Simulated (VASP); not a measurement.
# CdTe (v.b) (F-43m) in VASP: notebook

Runs on CdTe (v.b). Level: PBE. Tasks: single point, relaxation of cell and atoms.

Everything below comes from runs of VASP 6.6.1. Logs are shortened: lines on timing, memory, paths and dates and some standing lists are left out, and cuts for length are marked.

## (1) The cell of the first run

The structure is cubic, space group F-43m (No. 216). The conventional cell has a = 6.500 Å, b = 6.500 Å, c = 6.500 Å, α = 90.00°, β = 90.00°, γ = 90.00°. Cd (site symmetry -43m) has 4 Te at 2.81 Å within 3.7 Å. Te (site symmetry -43m) has 4 Cd at 2.81 Å within 3.7 Å.

## (2) Single point, PBE

The input, INCAR:

```
PREC     = Accurate       # precision mode
ENCUT    = 500            # plane-wave cutoff, eV
EDIFF    = 1E-6           # SCF threshold, eV
ISMEAR   = 0              # smearing method
SIGMA    = 0.1            # smearing width, eV
LREAL    = False          # projectors in reciprocal space
LASPH    = True           # aspherical terms in the spheres
NELM     = 120            # most SCF steps
ALGO     = Normal         # electronic algorithm
ISIF     = 2              # what is computed and relaxed
LWAVE    = False          # write WAVECAR
LCHARG   = False          # write CHGCAR
GGA      = PE             # functional
NBANDS   = 16             # bands
GGA_COMPAT= False
```

The input, KPOINTS:

```
regular mesh
0
Gamma
  6 6 6
```

The input, POSCAR:

```
CdTe
1.0
    0.0000000000      3.2500000000      3.2500000000
    3.2500000000      0.0000000000      3.2500000000
    3.2500000000      3.2500000000      0.0000000000
Cd Te
1 1
Direct
    0.0000000000      0.0000000000      0.0000000000
    0.2500000000      0.2500000000      0.2500000000
```

Potentials or basis: VASP PAW PBE potentials, release 64 (Cd, Te).

Launch:

```
cat potpaw_PBE.64/Cd/POTCAR potpaw_PBE.64/Te/POTCAR > POTCAR
mpirun -np 1 vasp_std > vasp.out
```

OUTCAR:

```text
PREC = Accurate
   ENCUT = 500
   EDIFF = 1E-6
   ISMEAR = 0
   LREAL = False
   LASPH = True
   NELM = 120
   ISIF = 2
   GGA = PE

 ion  position               nearest neighbor table
   1  0.000  0.000  0.000-   2 2.81   2 2.81   2 2.81   2 2.81
   2  0.250  0.250  0.250-   1 2.81   1 2.81   1 2.81   1 2.81

  LATTYP: Found a face centered cubic cell.
 ALAT       =     6.5000000000

  Lattice vectors:

 A1 = (   0.0000000000,   3.2500000000,   3.2500000000)
 A2 = (   3.2500000000,   0.0000000000,   3.2500000000)
 A3 = (   3.2500000000,   3.2500000000,   0.0000000000)

Analysis of symmetry for initial positions (statically):
=====================================================================
 Subroutine PRICEL returns:
 Original cell was already a primitive cell.

 Routine SETGRP: Setting up the symmetry group for a
 face centered cubic supercell.

 Subroutine GETGRP returns: Found 24 space group operations
 (whereof 24 operations were pure point group operations)
 out of a pool of 48 trial point group operations.

The static configuration has the point symmetry T_d .

Analysis of symmetry for dynamics (positions and initial velocities):
=====================================================================
 Subroutine PRICEL returns:
 Original cell was already a primitive cell.

 Routine SETGRP: Setting up the symmetry group for a
 face centered cubic supercell.

 Subroutine GETGRP returns: Found 24 space group operations
 (whereof 24 operations were pure point group operations)
 out of a pool of 48 trial point group operations.

The dynamic configuration has the point symmetry T_d .

 Subroutine INISYM returns: Found 24 space group operations
 (whereof 24 operations are pure point group operations),
 and found     1 'primitive' translations

----------------------------------------------------------------------------------------

                                     Primitive cell

  volume of cell :      68.6562

  direct lattice vectors                    reciprocal lattice vectors
     0.000000000  3.250000000  3.250000000    -0.153846154  0.153846154  0.153846154
     3.250000000  0.000000000  3.250000000     0.153846154 -0.153846154  0.153846154
     3.250000000  3.250000000  0.000000000     0.153846154  0.153846154 -0.153846154

  length of vectors
     4.596194078  4.596194078  4.596194078     0.266469355  0.266469355  0.266469355
[... 70 lines left out ...]
   ENCUT  =  500.0 eV  36.75 Ry    6.06 a.u.   8.38  8.38  8.38*2*pi/ulx,y,z
   NELM   =    120;   NELMIN=  2; NELMDL= -5     # of ELM steps
   EDIFF  = 0.1E-05   stopping-criterion for ELM
   LREAL  =      F    real-space projection
   EDIFFG = 0.1E-04   stopping-criterion for IOM
   NSW    =      0    number of steps for IOM
   IBRION =     -1    ionic relax: 0-MD 1-quasi-New 2-CG
   NFREE  =      0    steps in history (QN), initial steepest desc. (CG)
   ISIF   =      2    stress and relaxation
   ISYM   =      2    0-nonsym 1-usesym 2-fastsym
   POTIM  = 0.5000    time-step for ionic-motion
   TEBEG  =    0.0;   TEEND  =   0.0 temperature during run
   PSTRESS=    0.0 pullay stress
   NELECT =      18.0000    total number of electrons
   NUPDOWN=      -1.0000    fix difference up-down
   EMIN   =  10.00;   EMAX   =-10.00  energy-range for DOS
   EFERMI =   0.00;   METHOD = LEGACY
   ISMEAR =     0;   SIGMA  =   0.10  broadening in eV -4-tet -1-fermi 0-gaus
   EFERMI_NEDOS =   21; number of points for ismear=-14 and -15
   IALGO  =     38    algorithm
   IMIX   =      4    mixing-type and parameters
     AMIX     =   0.40;   BMIX     =  1.00
     AMIX_MAG =   1.60;   BMIX_MAG =  1.00
  volume/ion in A,a.u.               =      34.33       231.66
  Fermi-wavevector in a.u.,A,eV,Ry     =   1.047785  1.980027 14.937211  1.097854
  Thomas-Fermi vector in A             =   2.182680
   LORBIT       =      0    0 simple, 1 ext, 2 COOP (PROOUT), +10 PAW based schemes
   GGA     = PE    functional components
   LHFCALC =     F    Hartree Fock is set to
   AEXX    =    0.0000 exact exchange contribution
   IVDW    =     0    specifies the selected vdW correction
   LEPSILON=     F    determine dielectric tensor
   LRPA    =     F    only Hartree local field effects (RPA)
 non-spin polarized calculation
 Gauss-broadening in eV      SIGMA  =   0.10
  energy-cutoff  :      500.00
  volume of cell :       68.66
 maximum number of plane-waves:      1807
 NGX is ok and might be reduce to    36
   NGX = 17   NGY = 17   NGZ = 17

 number of electron      17.9999998 magnetization

 Free energy of the ion-electron system (eV)
  ---------------------------------------------------
  ext. energy  EPLUGINS =         0.00000000
  ---------------------------------------------------
  free energy    TOTEN  =        -4.77941253 eV

  energy without entropy =       -4.77941253  energy(sigma->0) =       -4.77941253

 E-fermi :   2.6490     XC(G=0):  -8.5443

 val. band max:        2.2699999394   @ k =   0.0000   0.0000   0.0000
 cond. band min:       3.0132886319   @ k =   0.0000   0.0000   0.0000
 fundamental gap:      0.7432886925
 Fermi energy:         2.6489650178

 k-point     1 :       0.0000    0.0000    0.0000
  band No.  band energies     occupation
      1      -8.8527      2.00000
      2      -5.9894      2.00000
      3      -5.9894      2.00000
      4      -5.9894      2.00000
      5      -5.7356      2.00000
      6      -5.7356      2.00000
[... 281 lines left out ...]
      3      -5.8607      2.00000
      4      -5.7816      2.00000
      5      -5.7230      2.00000
      6      -5.1934      2.00000
[... 8 lines left out ...]
     15      13.3003      0.00000
     16      13.6147      0.00000

------------------------ aborting loop because EDIFF is reached ----------------------------------------

  FORCE on cell =-STRESS in cart. coord.  units (eV):
  Direction    XX          YY          ZZ          XY          YZ          ZX
  --------------------------------------------------------------------------------------
  -------------------------------------------------------------------------------------
  Total        0.9923490      0.9923490      0.9923490      0.0000000     -0.0000000     -0.0000000
  in kB       23.1576742     23.1576742     23.1576742      0.0000000     -0.0000000     -0.0000000
  external PRESSURE =      23.1576742 kB  Pullay stress =       0.0000000 kB

 VOLUME and BASIS-vectors are now :
 -----------------------------------------------------------------------------
  energy-cutoff  :      500.00
  volume of cell :       68.66
      direct lattice vectors                 reciprocal lattice vectors
     0.000000000  3.250000000  3.250000000    -0.153846154  0.153846154  0.153846154
     3.250000000  0.000000000  3.250000000     0.153846154 -0.153846154  0.153846154
     3.250000000  3.250000000  0.000000000     0.153846154  0.153846154 -0.153846154

 POSITION                                       TOTAL-FORCE (eV/Angst)
 -----------------------------------------------------------------------------------
      0.00000      0.00000      0.00000         0.000000     -0.000000     -0.000000
      1.62500      1.62500      1.62500        -0.000000      0.000000      0.000000
 -----------------------------------------------------------------------------------
    total drift:                                0.000000      0.000000      0.000000

  FREE ENERGIE OF THE ION-ELECTRON SYSTEM (eV)
  ---------------------------------------------------
  free  energy   TOTEN  =        -4.7794125338 eV

  energy  without entropy=       -4.7794125329  energy(sigma->0) =       -4.77941253
```

stdout:

```text
POSCAR found type information on POSCAR CdTe
 POSCAR found :  2 types and       2 ions
 scaLAPACK will be used
 LDA part: xc-table for (Slater+PW92), standard interpolation
 POSCAR, INCAR and KPOINTS ok, starting setup
 FFT: planning ... GRIDC
 FFT: planning ... GRID_SOFT
 FFT: planning ... GRID
 WAVECAR not read
 entering main loop
```

It took 17 s on 1 thread of Intel Xeon Platinum 8488C (Sapphire Rapids), shared host; peak memory 0.2 GiB.

What came out:

| Item | Value |
| --- | --- |
| Free energy | -4.7794 eV |
| Pressure | 2.3 GPa |
| Band gap on the k mesh | 0.74 eV, direct |

Levels at points of the mesh, in eV from the valence-band top:
| k point | band 7 | band 8 | band 9 | band 10 | band 11 | band 12 |
| --- | --- | --- | --- | --- | --- | --- |
| (0.00, 0.00, 0.00) | 0.00 | 0.00 | 0.00 | 0.74 | 4.61 | 4.61 |
| (0.50, 0.00, 0.00) | -4.38 | -0.76 | -0.76 | 1.81 | 5.19 | 5.19 |
| (0.50, 0.50, 0.00) | -4.27 | -1.83 | -1.83 | 2.63 | 2.67 | 8.79 |

Caveat: spin-orbit coupling is left out, which moves the levels of the heavy elements.

## (3) Single point, PBE

This run uses another cell than the first one, of 36.25 Å³/atom, 1.056 times its volume.

The input, INCAR:

```
PREC = Accurate ; ENCUT = 500
EDIFF = 1E-6 ; ISMEAR = 0
SIGMA = 0.02 ; LREAL = F
LASPH = T ; NELM = 120
ALGO = Normal ; ISIF = 2
LWAVE = F ; LCHARG = F
GGA = PE ; NBANDS = 16
GGA_COMPAT = F
```

The input, KPOINTS:

```
Automatic mesh
0
Gamma
  8 8 8
```

The input, POSCAR:

```
CdTe
1.0
    0.0000000000      3.3094718653      3.3094718653
    3.3094718653      0.0000000000      3.3094718653
    3.3094718653      3.3094718653      0.0000000000
Cd Te
1 1
Direct
    0.0000000000      0.0000000000      0.0000000000
    0.2500000000      0.2500000000      0.2500000000
```

Potentials or basis: VASP PAW PBE potentials, release 64 (Cd, Te).

Launch:

```
cat potpaw_PBE.64/Cd/POTCAR potpaw_PBE.64/Te/POTCAR > POTCAR
mpirun -np 1 vasp_std > vasp.out
```

Wall time 30 s (1 thread of Intel Xeon Platinum 8488C (Sapphire Rapids), shared host); peak memory 0.21 GiB.

The run converged. Its results:

* Free energy: -4.8121 eV
* Pressure: 0.1 GPa
* Band gap on the k mesh: 0.58 eV, direct

Levels at points of the mesh, in eV from the valence-band top:
```csv
k point,band 6,band 7,band 8,band 9,band 10,band 11,band 12,band 13
"(0.00, 0.00, 0.00)",-7.87,0.00,0.00,0.00,0.58,4.64,4.64,4.64
"(0.50, 0.00, 0.00)",-7.57,-4.08,-0.69,-0.69,1.75,5.21,5.21,7.01
"(0.50, 0.50, 0.00)",-7.45,-4.01,-1.66,-1.66,2.67,2.74,8.51,8.81
```

Caveat: spin-orbit coupling is left out, which moves the levels of the heavy elements.

(Part 1 of 2 ends here.)
